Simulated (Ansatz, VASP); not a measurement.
Ru in VASP and in Ansatz

```xyz
3
Lattice="4.2392 0.0000 0.0000 -2.1196 3.6713 0.0000 0.0000 0.0000 2.6639" Properties=species:S:1:pos:R:3 pbc="T T T"
Ru    0.0000    0.0000    0.0000
Ru    0.0000    2.4475    1.3319
Ru    2.1196    1.2238    1.3319
```

Alike in both runs: functional r2SCAN; k mesh 9 × 9 × 12; occupations fermi-dirac, width 0.05 eV; collinear spin.

Ansatz relaxed the structure, and its values are those at the end. VASP's run is a single point on that final structure, the one shown.

|  | VASP | Ansatz |
| --- | --- | --- |
| version | VASP 6.6.1 | Ansatz 0.2.0 |
| potentials or method | VASP PAW PBE potentials, release 64 (Ru_pv), cutoff 520 eV | plane waves (500 eV) with PAW, scalar-relativistic |
| valence electrons in the cell | 42 | 48 |

|  | VASP | Ansatz | Ansatz less VASP |
| --- | --- | --- | --- |
| pressure (GPa) | 1.5 | 0.0 | -1.45 |
| net moment per atom (μB) | 0.00 | 0.00 | 0.000 |

VASP's potentials were made for PBE, not for r2SCAN. VASP's potentials hold 42 valence electrons a cell and Ansatz's 48, so a difference there can come from the potentials and not from the codes. Ansatz's warnings: seeded moment not kept.
